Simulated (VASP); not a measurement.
A run of VASP 6.6.1 is set up as follows.

The input INCAR:

```
SYSTEM = Ca
PREC     = Accurate       ! precision mode
ENCUT    = 500            ! plane-wave cutoff, eV
EDIFF    = 1E-6           ! SCF threshold, eV
ISMEAR   = 0              ! smearing method
SIGMA    = 0.1            ! smearing width, eV
LREAL    = .False.        ! projectors in reciprocal space
LASPH    = .True.         ! aspherical terms in the spheres
NELM     = 120            ! most SCF steps
ALGO     = Normal         ! electronic algorithm
ISIF     = 2              ! what is computed and relaxed
LWAVE    = .False.        ! write WAVECAR
LCHARG   = .True.         ! write CHGCAR
GGA      = PS             ! functional
LELF     = .True.         ! ELF
LVHAR    = .True.       
NBANDS   = 11             ! bands
GGA_COMPAT= .False.
```

File KPOINTS:

```
Automatic mesh
0
Gamma
  7 7 7
  0 0 0
```

Contents of POSCAR:

```
Ca
1.0
    0.0000000000      2.7307273757      2.7307273757
    2.7307273757      0.0000000000      2.7307273757
    2.7307273757      2.7307273757      0.0000000000
Ca
1
Direct
    0.0000000000      0.0000000000      0.0000000000
```

Potentials or basis: VASP PAW PBE potentials, release 64 (Ca_sv).

The run is started by

```console
$ cat potpaw_PBE.64/Ca_sv/POTCAR > POTCAR
$ mpirun -np 1 vasp_std > vasp.out
```

Task: Estimate the pressure.

Result: 0.0 GPa.

Task: Estimate the band gap on the k mesh.

Result: Zero (bands 5 and 6 overlap by 0.12 eV).

Caveat: the PAW data sets were made with another functional, which shifts forces and pressure a little.
